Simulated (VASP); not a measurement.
# CoO (P6_3mc) in VASP: a series of runs

CoO is run at these levels: PBE+U; tasks: single point.

All numbers are computed with VASP 6.6.1; they aren't measurements. Logs are shortened: lines on timing, memory, paths and dates and some standing lists are left out, and cuts for length are marked.

**1. The cell of the first run**

It takes space group P6_3mc (No. 186, hexagonal). Conventional cell: a = 2.910 Å, b = 2.910 Å, c = 5.238 Å, α = 90.00°, β = 90.00°, γ = 120.00°. Co (site symmetry 3m) has 4 O at 1.81 to 1.87 Å within 2.4 Å. Within 2.4 Å of O (site symmetry 3m) lie 4 Co at 1.81 to 1.87 Å.

**2. Single point, PBE+U, collinear spin, antiferromagnetic start**

File INCAR:

```
SYSTEM = CoO
PREC = Accurate
ENCUT = 520
EDIFF = 1E-6
ISMEAR = 0
SIGMA = 0.02
LREAL = .False.
LASPH = .True.
NELM = 150
ALGO = Normal
ISIF = 2
LWAVE = .False.
LCHARG = .True.
ISPIN = 2
MAGMOM = -2.4 2.4 0.14 -0.14
LORBIT = 11
LMAXMIX = 4
LDAU = .True.
LDAUTYPE = 2
LDAUL = 2 -1
LDAUU = 3.32 0
LDAUJ = 0 0
LDAUPRINT = 1
GGA = PE
LELF = .True.
LVHAR = .True.
NBANDS = 27
```

File KPOINTS:

```
Automatic mesh
0
Gamma
  12 12 6
  0 0 0
```

File POSCAR:

```
CoO
1.0
    2.9104235079      0.0000000000      0.0000000000
   -1.4552117540      2.5205006937      0.0000000000
    0.0000000000      0.0000000000      5.2375954105
Co O
2 2
Direct
    0.0000000000      0.0000000000      0.0151858210
    0.3333333333      0.6666666667      0.5151895980
    0.0000000000      0.0000000000      0.3598132166
    0.3333333333      0.6666666667      0.8598123644
```

Potentials or basis: VASP PAW PBE potentials, release 64 (Co, O).

Command:

```console
> cat potpaw_PBE.64/Co/POTCAR potpaw_PBE.64/O/POTCAR > POTCAR
> mpirun -np 1 vasp_std > vasp.out
```

OUTCAR:

```text
SYSTEM = CoO
   PREC = Accurate
   ENCUT = 520
   EDIFF = 1E-6
   ISMEAR = 0
   LREAL = .False.
   LASPH = .True.
   NELM = 150
   ISIF = 2
   ISPIN = 2
   LORBIT = 11
   GGA = PE

 ion  position               nearest neighbor table
   1  0.000  0.000  0.015-   3 1.81   4 1.87   4 1.87   4 1.87   2 3.11   2 3.11   2 3.11   2 3.11
                             2 3.11   2 3.11
   2  0.333  0.667  0.515-   4 1.80   3 1.87   3 1.87   3 1.87   1 3.11   1 3.11   1 3.11   1 3.11
                             1 3.11   1 3.11
   3  0.000  0.000  0.360-   1 1.81   2 1.87   2 1.87   2 1.87
   4  0.333  0.667  0.860-   2 1.80   1 1.87   1 1.87   1 1.87

  LATTYP: Found a hexagonal cell.
 ALAT       =     2.9104235079
 C/A-ratio  =     1.7995990605

  Lattice vectors:

 A1 = (   2.9104235079,   0.0000000000,   0.0000000000)
 A2 = (  -1.4552117540,   2.5205006937,   0.0000000000)
 A3 = (   0.0000000000,   0.0000000000,   5.2375954105)

Analysis of symmetry for initial positions (statically):
=====================================================================
 Subroutine PRICEL returns:
 Original cell was already a primitive cell.

 Routine SETGRP: Setting up the symmetry group for a
 hexagonal supercell.

 Subroutine GETGRP returns: Found 12 space group operations
 (whereof  6 operations were pure point group operations)
 out of a pool of 24 trial point group operations.

The static configuration has the point symmetry C_3v.
 The point group associated with its full space group is C_6v.

Analysis of symmetry for dynamics (positions and initial velocities):
=====================================================================
 Subroutine PRICEL returns:
 Original cell was already a primitive cell.

 Routine SETGRP: Setting up the symmetry group for a
 hexagonal supercell.

 Subroutine GETGRP returns: Found 12 space group operations
 (whereof  6 operations were pure point group operations)
 out of a pool of 24 trial point group operations.

The dynamic configuration has the point symmetry C_3v.
 The point group associated with its full space group is C_6v.

Analysis of structural, dynamic, and magnetic symmetry:
=====================================================================
 Subroutine PRICEL returns:
 Original cell was already a primitive cell.

 Routine SETGRP: Setting up the symmetry group for a
 hexagonal supercell.

 Subroutine GETGRP returns: Found 12 space group operations
 (whereof  6 operations were pure point group operations)
 out of a pool of 24 trial point group operations.

The overall configuration has the point symmetry C_3v.
 The point group associated with its full space group is C_6v.

 Subroutine INISYM returns: Found 12 space group operations
 (whereof  6 operations are pure point group operations),
 and found     1 'primitive' translations

----------------------------------------------------------------------------------------

                                     Primitive cell

  volume of cell :      38.4216

  direct lattice vectors                    reciprocal lattice vectors
     2.910423508  0.000000000  0.000000000     0.343592607  0.198373284  0.000000000
    -1.455211754  2.520500694  0.000000000     0.000000000  0.396746568  0.000000000
     0.000000000  0.000000000  5.237595410     0.000000000  0.000000000  0.190927310

  length of vectors
[... 143 lines left out ...]
spin component  2

  0.9838  0.0000  0.0000  0.0130  0.0000
  0.0000  0.9801  0.0000 -0.0000  0.0130
  0.0000  0.0000  0.9887  0.0000  0.0000
  0.0130 -0.0000  0.0000  0.9801 -0.0000
  0.0000  0.0130  0.0000 -0.0000  0.9838

 occupancies and eigenvectors

  o =  0.1910  v = -0.0000 -0.0000  1.0000 -0.0000 -0.0000  0.0000  0.0000  0.0000  0.0000  0.0000      0.0000  0.0000  0.0000  0.0000  0.0000  0.0000  0.0000  0.0000  0.0000  0.0000
  o =  0.1980  v = -0.7091 -0.1749 -0.0000 -0.6564 -0.1889  0.0000  0.0000  0.0000  0.0000  0.0000      0.0000  0.0000  0.0000  0.0000  0.0000  0.0000  0.0000  0.0000  0.0000  0.0000
  o =  0.1980  v = -0.1889  0.6564  0.0000 -0.1749  0.7091  0.0000  0.0000  0.0000  0.0000  0.0000      0.0000  0.0000  0.0000  0.0000  0.0000  0.0000  0.0000  0.0000  0.0000  0.0000
  o =  0.9533  v = -0.6564  0.1889 -0.0000  0.7091 -0.1749  0.0000  0.0000  0.0000  0.0000  0.0000      0.0000  0.0000  0.0000  0.0000  0.0000  0.0000  0.0000  0.0000  0.0000  0.0000
  o =  0.9533  v =  0.1749  0.7091 -0.0000 -0.1889 -0.6564  0.0000  0.0000  0.0000  0.0000  0.0000      0.0000  0.0000  0.0000  0.0000  0.0000  0.0000  0.0000  0.0000  0.0000  0.0000
  o =  0.9688  v =  0.0000  0.0000  0.0000  0.0000  0.0000  0.6326 -0.1946 -0.0000 -0.7304  0.1685      0.0000  0.0000  0.0000  0.0000  0.0000  0.0000  0.0000  0.0000  0.0000  0.0000
  o =  0.9688  v =  0.0000  0.0000  0.0000  0.0000  0.0000  0.1685  0.7304  0.0000 -0.1946 -0.6326      0.0000  0.0000  0.0000  0.0000  0.0000  0.0000  0.0000  0.0000  0.0000  0.0000
  o =  0.9887  v =  0.0000  0.0000  0.0000  0.0000  0.0000  0.0000  0.0000 -1.0000  0.0000  0.0000      0.0000  0.0000  0.0000  0.0000  0.0000  0.0000  0.0000  0.0000  0.0000  0.0000
  o =  0.9951  v =  0.0000  0.0000  0.0000  0.0000  0.0000  0.7304  0.1685  0.0000  0.6326  0.1946      0.0000  0.0000  0.0000  0.0000  0.0000  0.0000  0.0000  0.0000  0.0000  0.0000
  o =  0.9951  v =  0.0000  0.0000  0.0000  0.0000  0.0000 -0.1946  0.6326  0.0000 -0.1685  0.7304      0.0000  0.0000  0.0000  0.0000  0.0000  0.0000  0.0000  0.0000  0.0000  0.0000

atom =   2  type =  1  l = 2

 onsite density matrix

spin component  1

  0.9838 -0.0000  0.0000 -0.0130  0.0000
 -0.0000  0.9801 -0.0000 -0.0000 -0.0130
  0.0000 -0.0000  0.9887 -0.0000  0.0000
 -0.0130 -0.0000 -0.0000  0.9801  0.0000
  0.0000 -0.0130  0.0000  0.0000  0.9838

spin component  2

  0.5466  0.0000  0.0000  0.3765  0.0000
  0.0000  0.6048  0.0000 -0.0000  0.3765
  0.0000  0.0000  0.1910  0.0000  0.0000
  0.3765 -0.0000  0.0000  0.6048 -0.0000
  0.0000  0.3765  0.0000 -0.0000  0.5466

 occupancies and eigenvectors

  o =  0.1910  v =  0.0000  0.0000  0.0000  0.0000  0.0000 -0.0000  0.0000  1.0000  0.0000 -0.0000      0.0000  0.0000  0.0000  0.0000  0.0000  0.0000  0.0000  0.0000  0.0000  0.0000
  o =  0.1980  v =  0.0000  0.0000  0.0000  0.0000  0.0000 -0.7091  0.1749 -0.0000  0.6564 -0.1889      0.0000  0.0000  0.0000  0.0000  0.0000  0.0000  0.0000  0.0000  0.0000  0.0000
  o =  0.1980  v =  0.0000  0.0000  0.0000  0.0000  0.0000 -0.1889 -0.6564  0.0000  0.1749  0.7091      0.0000  0.0000  0.0000  0.0000  0.0000  0.0000  0.0000  0.0000  0.0000  0.0000
  o =  0.9533  v =  0.0000  0.0000  0.0000  0.0000  0.0000 -0.6564 -0.1889 -0.0000 -0.7091 -0.1749      0.0000  0.0000  0.0000  0.0000  0.0000  0.0000  0.0000  0.0000  0.0000  0.0000
  o =  0.9533  v =  0.0000  0.0000  0.0000  0.0000  0.0000  0.1749 -0.7091 -0.0000  0.1889 -0.6564      0.0000  0.0000  0.0000  0.0000  0.0000  0.0000  0.0000  0.0000  0.0000  0.0000
  o =  0.9688  v =  0.6326  0.1946 -0.0000  0.7304  0.1685  0.0000  0.0000  0.0000  0.0000  0.0000      0.0000  0.0000  0.0000  0.0000  0.0000  0.0000  0.0000  0.0000  0.0000  0.0000
  o =  0.9688  v =  0.1685 -0.7304  0.0000  0.1946 -0.6326  0.0000  0.0000  0.0000  0.0000  0.0000      0.0000  0.0000  0.0000  0.0000  0.0000  0.0000  0.0000  0.0000  0.0000  0.0000
  o =  0.9887  v =  0.0000 -0.0000 -1.0000 -0.0000  0.0000  0.0000  0.0000  0.0000  0.0000  0.0000      0.0000  0.0000  0.0000  0.0000  0.0000  0.0000  0.0000  0.0000  0.0000  0.0000
  o =  0.9951  v =  0.7304 -0.1685  0.0000 -0.6326  0.1946  0.0000  0.0000  0.0000  0.0000  0.0000      0.0000  0.0000  0.0000  0.0000  0.0000  0.0000  0.0000  0.0000  0.0000  0.0000
  o =  0.9951  v = -0.1946 -0.6326  0.0000  0.1685  0.7304  0.0000  0.0000  0.0000  0.0000  0.0000      0.0000  0.0000  0.0000  0.0000  0.0000  0.0000  0.0000  0.0000  0.0000  0.0000

 number of electron      29.9999989 magnetization       0.0000000

 Free energy of the ion-electron system (eV)
  ---------------------------------------------------
  ext. energy  EPLUGINS =         0.00000000
  ---------------------------------------------------
  free energy    TOTEN  =       -23.11968363 eV

  energy without entropy =      -23.11968363  energy(sigma->0) =      -23.11968363

 E-fermi :   7.9717     XC(G=0): -12.1101

 val. band max:        7.8226434920   @ k =   0.0000   0.0000   0.5000
 cond. band min:       8.9268430738   @ k =   0.0000   0.0000   0.0000
 fundamental gap:      1.1041995818
 Fermi energy:         7.9716652158

 spin component 1

 k-point     1 :       0.0000    0.0000    0.0000
  band No.  band energies     occupation
      1     -12.5729      1.00000
      2     -11.7281      1.00000
      3      -0.0136      1.00000
      4       0.7968      1.00000
      5       1.1084      1.00000
      6       1.1084      1.00000
[... 1433 lines left out ...]
     26      25.1879      0.00000
     27      25.2797      0.00000

 [... further k-points ...]
[... 5 lines left out ...]
  --------------------------------------------------------------------------------------
  -------------------------------------------------------------------------------------
  Total       10.8709596     10.8709596     10.6521435     -0.0000000     -0.0000000      0.0000000
  in kB      453.3185674    453.3185674    444.1939439     -0.0000000     -0.0000000      0.0000000
  external PRESSURE =     450.2770262 kB  Pullay stress =       0.0000000 kB

 VOLUME and BASIS-vectors are now :
 -----------------------------------------------------------------------------
  energy-cutoff  :      520.00
  volume of cell :       38.42
      direct lattice vectors                 reciprocal lattice vectors
     2.910423508  0.000000000  0.000000000     0.343592607  0.198373284  0.000000000
    -1.455211754  2.520500694  0.000000000     0.000000000  0.396746568  0.000000000
     0.000000000  0.000000000  5.237595410     0.000000000  0.000000000  0.190927310

 POSITION                                       TOTAL-FORCE (eV/Angst)
 -----------------------------------------------------------------------------------
      0.00000      0.00000      0.07954        -0.000000      0.000000     -0.049609
     -0.00000      1.68033      2.69835         0.000000     -0.000000     -0.049609
      0.00000      0.00000      1.88456        -0.000000      0.000000      0.049609
     -0.00000      1.68033      4.50335         0.000000     -0.000000      0.049609
 -----------------------------------------------------------------------------------
    total drift:                                0.000000     -0.000000     -0.000121

  FREE ENERGIE OF THE ION-ELECTRON SYSTEM (eV)
  ---------------------------------------------------
  free  energy   TOTEN  =       -23.1196836253 eV

  energy  without entropy=      -23.1196836253  energy(sigma->0) =      -23.11968363

 total charge

# of ion       s       p       d       tot
------------------------------------------
    1        0.424   0.608   7.373   8.406
    2        0.424   0.608   7.373   8.406
    3        1.554   3.570   0.000   5.124
    4        1.554   3.570   0.000   5.124
--------------------------------------------------
tot          3.957   8.356  14.747  27.060

 magnetization (x)

# of ion       s       p       d       tot
------------------------------------------
    1       -0.008  -0.052  -2.421  -2.481
    2        0.008   0.052   2.421   2.481
    3        0.010   0.108   0.000   0.119
    4       -0.010  -0.108   0.000  -0.119
--------------------------------------------------
tot          0.000   0.000  -0.000  -0.000
```

Wall time 70 s (1 thread of Intel Xeon 6975P-C (Granite Rapids), shared host); peak memory 0.25 GiB.

Results:

- Free energy: -23.1197 eV
- Pressure: 45.0 GPa
- Largest force: 0.050 eV/Å
- Band gap on the k mesh: 1.10 eV (least direct gap 1.26 eV)
- Net moment: 0.00 μB per cell
- Site moments: Co -2.48, +2.48; O +0.12, -0.12 μB
- Valence electrons inside the program's atomic spheres: Co 8.41; O 5.12

Forces in eV/Å, atoms in the order of the input:
```
Co   0.000  0.000 -0.050
Co   0.000  0.000 -0.050
O    0.000  0.000  0.050
O    0.000  0.000  0.050
```

Levels at points of the mesh, in eV from the valence-band top:
Spin up:
| k point | band 11 | band 12 | band 13 | band 14 | band 15 | band 16 | band 17 | band 18 | band 19 | band 20 |
| --- | --- | --- | --- | --- | --- | --- | --- | --- | --- | --- |
| (0.00, 0.00, 0.00) | -2.08 | -1.75 | -1.75 | -0.16 | -0.16 | 1.10 | 3.44 | 3.84 | 3.84 | 7.57 |
| (0.50, 0.00, 0.00) | -2.69 | -2.33 | -1.85 | -0.56 | -0.48 | 1.23 | 2.44 | 3.36 | 7.15 | 7.63 |
| (0.00, 0.00, 0.50) | -1.98 | -1.87 | -1.87 | 0.00 | 0.00 | 2.00 | 3.70 | 3.70 | 3.85 | 4.83 |
| (0.50, 0.00, 0.50) | -2.51 | -2.21 | -1.36 | -1.07 | -0.71 | 1.49 | 2.59 | 3.22 | 6.44 | 7.57 |
Spin down:
```tsv
k point	band 12	band 13	band 14	band 15	band 16	band 17	band 18	band 19
(0.00, 0.00, 0.00)	-1.75	-1.75	-0.16	-0.16	1.10	3.44	3.84	3.84
(0.50, 0.00, 0.00)	-2.33	-1.85	-0.56	-0.48	1.23	2.44	3.36	7.15
(0.00, 0.00, 0.50)	-1.87	-1.87	0.00	0.00	2.00	3.70	3.70	3.85
(0.50, 0.00, 0.50)	-2.21	-1.36	-1.07	-0.71	1.49	2.59	3.22	6.44
```

Eigenvalues of the final occupation matrices:
| site | spin | trace | eigenvalues |
| --- | --- | --- | --- |
| site 1 d | 1 | 2.49 | 0.19 0.20 0.20 0.95 0.95 |
| site 1 d | 2 | 4.92 | 0.97 0.97 0.99 1.00 1.00 |
| site 2 d | 1 | 4.92 | 0.97 0.97 0.99 1.00 1.00 |
| site 2 d | 2 | 2.49 | 0.19 0.20 0.20 0.95 0.95 |

Caveat: the cell stands under pressure.

[end of part 1 of 2]
